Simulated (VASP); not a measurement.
Here is a VASP 6.6.1 calculation.

Contents of INCAR:

```
SYSTEM = PbS
PREC = Accurate
ENCUT = 520
EDIFF = 1E-6
ISMEAR = 0
SIGMA = 0.01
LREAL = .False.
LASPH = .True.
NELM = 80
ALGO = Normal
ISIF = 2
LWAVE = .False.
LCHARG = .False.
GGA = PS
NBANDS = 28
```

KPOINTS

```
regular mesh
0
Gamma
  6 6 6
  0 0 0
```

Contents of POSCAR:

```
PbS
1.0
    2.0799530000     -5.9912970000      0.0000000000
    2.0799530000      5.9912970000      0.0000000000
    0.0000000000      0.0000000000      4.2793210000
Pb S
2 2
Direct
    0.8694370000      0.1305630000      0.7500000000
    0.1305630000      0.8694370000      0.2500000000
    0.6452030000      0.3547970000      0.7500000000
    0.3547970000      0.6452030000      0.2500000000
```

Potentials or basis: VASP PAW PBE potentials, release 64 (Pb_d, S).

The run is started by

```bash
$ cat potpaw_PBE.64/Pb_d/POTCAR potpaw_PBE.64/S/POTCAR > POTCAR
$ mpirun -np 1 vasp_std > vasp.out
```

**Question.** Estimate the band gap on the k mesh.

**Answer.** 1.13 eV, indirect (least direct gap 1.33 eV).

**Question.** What does it give for the largest force?

**Answer.** 0.036 eV/Å.

**Question.** Estimate the pressure.

**Answer.** -1.9 GPa.

Stress tensor (GPa, compression positive):
```
-2.03  0.00  0.00
 0.00 -1.54  0.00
 0.00  0.00 -2.19
```

Caveat: the PAW data sets were made with another functional, which shifts forces and pressure a little; spin-orbit coupling is left out, which moves the levels of the heavy elements. A k mesh can miss the band edges.
